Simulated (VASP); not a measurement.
# AlN (P6_3mc) in VASP: a series of runs

AlN is run at these levels: PBE; tasks: single point.

Program: VASP 6.6.1. These are calculated values, not measurements. Logs are shortened: lines on timing, memory, paths and dates and some standing lists are left out, and cuts for length are marked.

**1. The cell of the first run**

The structure is hexagonal, space group P6_3mc (No. 186). Conventional cell: a = 3.130 Å, b = 3.130 Å, c = 5.017 Å, α = 90.00°, β = 90.00°, γ = 120.00°. Al (site symmetry 3m) has 4 N at 1.90 to 1.91 Å within 2.5 Å. N (site symmetry 3m) has 4 Al at 1.90 to 1.91 Å within 2.5 Å.

**2. Single point, PBE**

Contents of INCAR:

```
SYSTEM = AlN
ALGO = Normal ; EDIFF = 1E-6
ENCUT = 520 ; GGA = PE
ISIF = 2 ; ISMEAR = -1
LASPH = .TRUE. ; LCHARG = .FALSE.
LREAL = Auto ; LUSENCCL = .FALSE.
LWAVE = .FALSE. ; NBANDS = 486
NELM = 60 ; PREC = Accurate
SIGMA = 0.01
```

Contents of KPOINTS:

```
k-points
0
G
  1 1 1
  0 0 0
```

Contents of POSCAR:

```
AlN
1.0
   12.5190278652      0.0000001155      0.0000000000
   -6.2595140326     10.8417961042      0.0000000000
    0.0000000000      0.0000000000     15.0522097602
Al N
96 96
Direct
    0.1666666667      0.0833333333      0.1664117912
    0.0833333333      0.1666666667      0.3330784578
    0.1666666667      0.0833333333      0.4997451245
    0.0833333333      0.1666666667      0.6664117912
    0.1666666667      0.0833333333      0.8330784578
    0.0833333333      0.1666666667      0.9997451245
[... 184 lines left out ...]
    0.9166666667      0.8333333333      0.9602548755
    0.8333333333      0.9166666667      0.7935882088
```

Potentials or basis: VASP PAW PBE potentials, release 64 (Al, N).

Command:

```console
$ cat potpaw_PBE.64/Al/POTCAR potpaw_PBE.64/N/POTCAR > POTCAR
$ mpirun -np 1 vasp_gam > vasp.out
```

OUTCAR:

```text
SYSTEM = AlN
   EDIFF = 1E-6
   ENCUT = 520
   GGA = PE
   ISIF = 2
   ISMEAR = -1
   LASPH = .TRUE.
   LREAL = Auto
   NELM = 60
   PREC = Accurate

 ion  position               nearest neighbor table
   1  0.167  0.083  0.166- 116 1.90 122 1.90  98 1.90  97 1.91  20 3.09  26 3.09  24 3.09  30 3.09
                             2 3.09   6 3.09   7 3.13  19 3.13  25 3.13  73 3.13  31 3.13  91 3.13
   2  0.083  0.167  0.333- 103 1.90 169 1.90  97 1.90 100 1.91   7 3.09  73 3.09   9 3.09  75 3.09
                             1 3.09   3 3.09   8 3.13  20 3.13  74 3.13  26 3.13  32 3.13  92 3.13
   3  0.167  0.083  0.500- 118 1.90 124 1.90 100 1.90  99 1.91  22 3.09  20 3.09  28 3.09  26 3.09
                             4 3.09   2 3.09  21 3.13   9 3.13  27 3.13  75 3.13  33 3.13  93 3.13
   4  0.083  0.167  0.666- 105 1.90 171 1.90  99 1.90 102 1.91  11 3.09  77 3.09   9 3.09  75 3.09
                             5 3.09   3 3.09  10 3.13  22 3.13  76 3.13  28 3.13  34 3.13  94 3.13
   5  0.167  0.083  0.833- 120 1.90 126 1.90 102 1.90 101 1.91  22 3.09  28 3.09  24 3.09  30 3.09
                             4 3.09   6 3.09  23 3.13  11 3.13  29 3.13  77 3.13  35 3.13  95 3.13
   6  0.083  0.167  1.000- 107 1.90 173 1.90 101 1.90  98 1.91   7 3.09  11 3.09  73 3.09  77 3.09
                             1 3.09   5 3.09  12 3.13  24 3.13  30 3.13  78 3.13  36 3.13  96 3.13
   7  0.167  0.333  0.166-  98 1.90 128 1.90 104 1.90 103 1.91   2 3.09  32 3.09   6 3.09  36 3.09
                             8 3.09  12 3.09   1 3.13  13 3.13  31 3.13  79 3.13  73 3.13  37 3.13
   8  0.083  0.417  0.333- 109 1.90 175 1.90 103 1.90 106 1.91  13 3.09  79 3.09  15 3.09  81 3.09
                             7 3.09   9 3.09  14 3.13   2 3.13  80 3.13  32 3.13  74 3.13  38 3.13
   9  0.167  0.333  0.500- 100 1.90 130 1.90 106 1.90 105 1.91   4 3.09   2 3.09  34 3.09  32 3.09
[... 278 lines left out ...]
 A1 = (  12.5190278652,   0.0000001155,   0.0000000000)
 A2 = (  -6.2595140326,  10.8417961042,   0.0000000000)
 A3 = (   0.0000000000,   0.0000000000,  15.0522097602)

Analysis of symmetry for initial positions (statically):
=====================================================================
 Subroutine PRICEL returns following result:

  LATTYP: Found a hexagonal cell.
 ALAT       =     3.1297569663
 C/A-ratio  =     1.6031287116

  Lattice vectors:

 A1 = (   3.1297569663,   0.0000000289,   0.0000000000)
 A2 = (  -1.5648785082,   2.7104490261,   0.0000000000)
 A3 = (   0.0000000000,   0.0000000000,   5.0174032529)

  48 primitive cells build up your supercell.

 Routine SETGRP: Setting up the symmetry group for a
 hexagonal supercell.

 Subroutine GETGRP returns: Found 12 space group operations
 (whereof  6 operations were pure point group operations)
 out of a pool of 24 trial point group operations.

The static configuration has the point symmetry C_3v.
[... 112 lines left out ...]
   NUPDOWN=      -1.0000    fix difference up-down
   EMIN   =  10.00;   EMAX   =-10.00  energy-range for DOS
   EFERMI =   0.00;   METHOD = LEGACY
   ISMEAR =    -1;   SIGMA  =   0.01  broadening in eV -4-tet -1-fermi 0-gaus
   EFERMI_NEDOS =   21; number of points for ismear=-14 and -15
   IALGO  =     38    algorithm
   IMIX   =      4    mixing-type and parameters
     AMIX     =   0.40;   BMIX     =  1.00
     AMIX_MAG =   1.60;   BMIX_MAG =  1.00
  volume/ion in A,a.u.               =      10.64        71.81
  Fermi-wavevector in a.u.,A,eV,Ry     =   1.181511  2.232733 18.993310  1.395969
  Thomas-Fermi vector in A             =   2.317783
   LORBIT       =      0    0 simple, 1 ext, 2 COOP (PROOUT), +10 PAW based schemes
   GGA     = PE    functional components
   LHFCALC =     F    Hartree Fock is set to
   AEXX    =    0.0000 exact exchange contribution
   IVDW    =     0    specifies the selected vdW correction
   LEPSILON=     F    determine dielectric tensor
   LRPA    =     F    only Hartree local field effects (RPA)
 non-spin polarized calculation
  energy-cutoff  :      520.00
  volume of cell :     2043.02
 maximum number of plane-waves:     27553
 NGX is ok and might be reduce to    96
   NGX = 47   NGY = 47   NGZ = 55

 number of electron     767.9999938 magnetization

 Free energy of the ion-electron system (eV)
  ---------------------------------------------------
  ext. energy  EPLUGINS =         0.00000000
  ---------------------------------------------------
  free energy    TOTEN  =     -1427.90459691 eV

  energy without entropy =    -1427.90459691  energy(sigma->0) =    -1427.90459691

 E-fermi :   6.2701     XC(G=0): -10.8253

 val. band max:        5.9818320735   @ k =   0.0000   0.0000   0.0000
 cond. band min:      10.0241983392   @ k =   0.0000   0.0000   0.0000
 fundamental gap:      4.0423662657
 Fermi energy:         6.2701017850

 k-point     1 :       0.0000    0.0000    0.0000
  band No.  band energies     occupation
      1      -9.0909      2.00000
      2      -8.6861      2.00000
      3      -8.6861      2.00000
      4      -8.3584      2.00000
      5      -8.3584      2.00000
      6      -8.3584      2.00000
[... 388 lines left out ...]
    395      11.6808      0.00000
    396      11.6808      0.00000
 [bands above 396 left out]

------------------------ aborting loop because EDIFF is reached ----------------------------------------

  FORCE on cell =-STRESS in cart. coord.  units (eV):
  Direction    XX          YY          ZZ          XY          YZ          ZX
  --------------------------------------------------------------------------------------
  -------------------------------------------------------------------------------------
  Total       -1.7184725     -1.7184725     -5.3274757     -0.0000000      0.0000000      0.0000000
  in kB       -1.3476622     -1.3476622     -4.1779184     -0.0000000      0.0000000      0.0000000
  external PRESSURE =      -2.2910809 kB  Pullay stress =       0.0000000 kB

 VOLUME and BASIS-vectors are now :
 -----------------------------------------------------------------------------
  energy-cutoff  :      520.00
  volume of cell :     2043.02
      direct lattice vectors                 reciprocal lattice vectors
    12.519027865  0.000000115  0.000000000     0.079878406  0.046117820 -0.000000000
    -6.259514033 10.841796104  0.000000000    -0.000000001  0.092235639  0.000000000
     0.000000000  0.000000000 15.052209760     0.000000000 -0.000000000  0.066435428

 POSITION                                       TOTAL-FORCE (eV/Angst)
 -----------------------------------------------------------------------------------
      1.56488      0.90348      2.50487         0.000000      0.000000     -0.014782
     -0.00000      1.80697      5.01357         0.000000     -0.000000     -0.014782
      1.56488      0.90348      7.52227         0.000000     -0.000000     -0.014782
     -0.00000      1.80697     10.03097        -0.000000     -0.000000     -0.014782
      1.56488      0.90348     12.53967         0.000000      0.000000     -0.014782
     -0.00000      1.80697     15.04837        -0.000000     -0.000000     -0.014782
[... 184 lines left out ...]
      6.25951      9.03483     14.45396         0.000000      0.000000      0.014782
      4.69464      9.93831     11.94526         0.000000      0.000000      0.014782
 -----------------------------------------------------------------------------------
    total drift:                               -0.000018      0.000008      0.057548

  FREE ENERGIE OF THE ION-ELECTRON SYSTEM (eV)
  ---------------------------------------------------
  free  energy   TOTEN  =     -1427.9045969089 eV

  energy  without entropy=    -1427.9045969089  energy(sigma->0) =    -1427.90459691
```

OSZICAR:

```text
N       E                     dE             d eps       ncg     rms          rms(c)
DAV:   1     0.561181133192E+04    0.56118E+04   -0.41064E+05   980   0.152E+03
DAV:   2    -0.102699056189E+04   -0.66388E+04   -0.63432E+04  1258   0.332E+02
DAV:   3    -0.163887582232E+04   -0.61189E+03   -0.60699E+03  1128   0.106E+02
DAV:   4    -0.165333935251E+04   -0.14464E+02   -0.14377E+02  1144   0.175E+01
DAV:   5    -0.165363691175E+04   -0.29756E+00   -0.29705E+00  1120   0.250E+00    0.837E+01
DAV:   6    -0.142795538397E+04    0.22568E+03   -0.10267E+03  1112   0.373E+01    0.294E+01
DAV:   7    -0.142840142785E+04   -0.44604E+00   -0.26085E+01  1104   0.651E+00    0.201E+01
DAV:   8    -0.142793355466E+04    0.46787E+00   -0.21290E+00  1096   0.278E+00    0.254E+00
DAV:   9    -0.142787720882E+04    0.56346E-01   -0.42977E-01  1152   0.773E-01    0.143E+00
DAV:  10    -0.142790898221E+04   -0.31773E-01   -0.12676E-01  1096   0.432E-01    0.765E-01
DAV:  11    -0.142790447861E+04    0.45036E-02   -0.19903E-02  1104   0.168E-01    0.155E-01
DAV:  12    -0.142790460471E+04   -0.12610E-03   -0.34989E-04  1072   0.312E-02    0.399E-02
DAV:  13    -0.142790459216E+04    0.12543E-04   -0.31776E-04  1112   0.209E-02    0.266E-02
DAV:  14    -0.142790459471E+04   -0.25449E-05   -0.87591E-06  1096   0.483E-03    0.156E-02
DAV:  15    -0.142790459691E+04   -0.22029E-05   -0.93536E-07   640   0.135E-03    0.219E-03
DAV:  16    -0.142790459691E+04    0.27430E-08   -0.12001E-07   568   0.635E-04
   1 F= -.14279046E+04 E0= -.14279046E+04  d E =-.180408E-12
```

It took 3.5 min on 1 × NVIDIA H100 80GB with 1 thread of AMD EPYC 7R13 (Zen 3), shared host; peak memory 2.2 GiB.

What came out:

* Free energy: -1427.9046 eV
* Pressure: -0.2 GPa
* Largest force: 0.015 eV/Å
* Band gap on the k mesh: 4.04 eV

Caveat: the k points lie up to 0.58 Å⁻¹ apart. A k mesh can miss the band edges.

**3. Single point, PBE**

Contents of INCAR:

```
PREC = Accurate ; ENCUT = 520
EDIFF = 1E-6 ; ISMEAR = -1
SIGMA = 0.01 ; LREAL = Auto
LASPH = T ; NELM = 100
ALGO = Normal ; ISIF = 2
LWAVE = F ; LCHARG = T
GGA = PE ; LELF = T
LVHAR = T ; NBANDS = 486
LUSENCCL = F
```

Contents of KPOINTS:

```
regular mesh
0
Gamma
  1 1 1
```

Contents of POSCAR:

```
AlN
1.0
   12.5190278652      0.0000001155      0.0000000000
   -6.2595140326     10.8417961042      0.0000000000
    0.0000000000      0.0000000000     15.0522097602
Al N
96 96
Direct
    0.1666666667      0.0833333333      0.1663677503
    0.0833333333      0.1666666667      0.3330344170
    0.1666666667      0.0833333333      0.4997010837
    0.0833333333      0.1666666667      0.6663677503
    0.1666666667      0.0833333333      0.8330344170
    0.0833333333      0.1666666667      0.9997010837
[... 184 lines left out ...]
    0.9166666667      0.8333333333      0.9602989163
    0.8333333333      0.9166666667      0.7936322497
```

Potentials or basis: VASP PAW PBE potentials, release 64 (Al, N).

Command:

```console
$ cat potpaw_PBE.64/Al/POTCAR potpaw_PBE.64/N/POTCAR > POTCAR
$ mpirun -np 1 vasp_gam > vasp.out
```

OUTCAR:

```text
PREC = Accurate
   ENCUT = 520
   EDIFF = 1E-6
   ISMEAR = -1
   LREAL = Auto
   LASPH = T
   NELM = 100
   ISIF = 2
   GGA = PE

 ion  position               nearest neighbor table
   1  0.167  0.083  0.166- 116 1.90 122 1.90  98 1.90  97 1.92  24 3.09  30 3.09  20 3.09  26 3.09
                             6 3.09   2 3.09   7 3.13  19 3.13  25 3.13  73 3.13  31 3.13  91 3.13
   2  0.083  0.167  0.333- 103 1.90 169 1.90  97 1.90 100 1.92   7 3.09   9 3.09  73 3.09  75 3.09
                             1 3.09   3 3.09   8 3.13  20 3.13  74 3.13  26 3.13  32 3.13  92 3.13
   3  0.167  0.083  0.500- 118 1.90 124 1.90 100 1.90  99 1.92  22 3.09  28 3.09  20 3.09  26 3.09
                             4 3.09   2 3.09  21 3.13   9 3.13  27 3.13  75 3.13  33 3.13  93 3.13
   4  0.083  0.167  0.666- 105 1.90 171 1.90  99 1.90 102 1.92   9 3.09  75 3.09  11 3.09  77 3.09
                             3 3.09   5 3.09  10 3.13  22 3.13  76 3.13  28 3.13  34 3.13  94 3.13
   5  0.167  0.083  0.833- 120 1.90 126 1.90 102 1.90 101 1.92  22 3.09  24 3.09  28 3.09  30 3.09
                             4 3.09   6 3.09  23 3.13  11 3.13  29 3.13  77 3.13  35 3.13  95 3.13
   6  0.083  0.167  1.000- 107 1.90 173 1.90 101 1.90  98 1.92   7 3.09  73 3.09  11 3.09  77 3.09
                             1 3.09   5 3.09  12 3.13  24 3.13  30 3.13  78 3.13  36 3.13  96 3.13
   7  0.167  0.333  0.166-  98 1.90 128 1.90 104 1.90 103 1.92   6 3.09  36 3.09   2 3.09  32 3.09
[... 863 lines left out ...]
 [bands above 396 left out]

------------------------ aborting loop because EDIFF is reached ----------------------------------------

  FORCE on cell =-STRESS in cart. coord.  units (eV):
  Direction    XX          YY          ZZ          XY          YZ          ZX
  --------------------------------------------------------------------------------------
  -------------------------------------------------------------------------------------
  Total       -1.0836986     -1.0836986     -6.7401764     -0.0000000      0.0000000      0.0000000
  in kB       -0.8498592     -0.8498592     -5.2857880     -0.0000000      0.0000000      0.0000000
  external PRESSURE =      -2.3285022 kB  Pullay stress =       0.0000000 kB

 VOLUME and BASIS-vectors are now :
 -----------------------------------------------------------------------------
  energy-cutoff  :      520.00
  volume of cell :     2043.02
      direct lattice vectors                 reciprocal lattice vectors
    12.519027865  0.000000115  0.000000000     0.079878406  0.046117820 -0.000000000
    -6.259514033 10.841796104  0.000000000    -0.000000001  0.092235639  0.000000000
     0.000000000  0.000000000 15.052209760     0.000000000 -0.000000000  0.066435428

 POSITION                                       TOTAL-FORCE (eV/Angst)
 -----------------------------------------------------------------------------------
      1.56488      0.90348      2.50420        -0.000000      0.000000      0.001381
     -0.00000      1.80697      5.01290        -0.000000     -0.000000      0.001381
      1.56488      0.90348      7.52161        -0.000000     -0.000000      0.001381
     -0.00000      1.80697     10.03031        -0.000000     -0.000000      0.001381
      1.56488      0.90348     12.53901        -0.000000     -0.000000      0.001381
     -0.00000      1.80697     15.04771        -0.000000      0.000000      0.001381
[... 184 lines left out ...]
      6.25951      9.03483     14.45462         0.000000     -0.000000     -0.001381
      4.69464      9.93831     11.94592        -0.000000     -0.000000     -0.001381
 -----------------------------------------------------------------------------------
    total drift:                               -0.000018      0.000008      0.137990

  FREE ENERGIE OF THE ION-ELECTRON SYSTEM (eV)
  ---------------------------------------------------
  free  energy   TOTEN  =     -1427.9054657743 eV

  energy  without entropy=    -1427.9054657743  energy(sigma->0) =    -1427.90546577
```

OSZICAR:

```text
N       E                     dE             d eps       ncg     rms          rms(c)
DAV:   1     0.561144353754E+04    0.56114E+04   -0.41064E+05   980   0.152E+03
DAV:   2    -0.102706456576E+04   -0.66385E+04   -0.63429E+04  1258   0.332E+02
DAV:   3    -0.163887052859E+04   -0.61181E+03   -0.60692E+03  1128   0.106E+02
DAV:   4    -0.165333146874E+04   -0.14461E+02   -0.14375E+02  1144   0.175E+01
DAV:   5    -0.165362900205E+04   -0.29753E+00   -0.29702E+00  1120   0.250E+00    0.837E+01
DAV:   6    -0.142795479538E+04    0.22567E+03   -0.10268E+03  1112   0.373E+01    0.294E+01
DAV:   7    -0.142840180141E+04   -0.44701E+00   -0.26093E+01  1104   0.651E+00    0.201E+01
DAV:   8    -0.142793446229E+04    0.46734E+00   -0.21296E+00  1096   0.278E+00    0.254E+00
DAV:   9    -0.142787806795E+04    0.56394E-01   -0.43009E-01  1152   0.773E-01    0.143E+00
DAV:  10    -0.142790984997E+04   -0.31782E-01   -0.12678E-01  1096   0.432E-01    0.765E-01
DAV:  11    -0.142790534745E+04    0.45025E-02   -0.19893E-02  1104   0.168E-01    0.155E-01
DAV:  12    -0.142790547345E+04   -0.12600E-03   -0.35030E-04  1072   0.312E-02    0.396E-02
DAV:  13    -0.142790546109E+04    0.12357E-04   -0.31880E-04  1112   0.209E-02    0.268E-02
DAV:  14    -0.142790546360E+04   -0.25065E-05   -0.89140E-06  1096   0.485E-03    0.154E-02
DAV:  15    -0.142790546581E+04   -0.22061E-05   -0.10366E-06   640   0.140E-03    0.194E-03
DAV:  16    -0.142790546577E+04    0.32936E-07   -0.12504E-07   576   0.667E-04
   1 F= -.14279055E+04 E0= -.14279055E+04  d E =-.279796E-12
```

stdout:

```text
Offloading initialized ...    1 GPUs detected
 POSCAR found type information on POSCAR AlN
 POSCAR found :  2 types and     192 ions
 scaLAPACK will be used selectively (only on CPU)
 LDA part: xc-table for (Slater+PW92), standard interpolation
 POSCAR, INCAR and KPOINTS ok, starting setup
 FFT: planning ... GRIDC
 FFT: planning ... GRID_SOFT
 FFT: planning ... GRID
 WAVECAR not read
 entering main loop
```

Run time: 4.5 min. Hardware: 1 × NVIDIA H100 80GB with 1 thread of AMD EPYC 7R13 (Zen 3), shared host; peak memory 2.2 GiB.

What came out:

* Free energy: -1427.9055 eV
* Pressure: -0.2 GPa
* Band gap on the k mesh: 4.04 eV

Stress tensor (GPa, compression positive):
```
-0.08  0.00  0.00
 0.00 -0.08  0.00
 0.00  0.00 -0.53
```

Caveat: the k points lie up to 0.58 Å⁻¹ apart. A k mesh can miss the band edges.
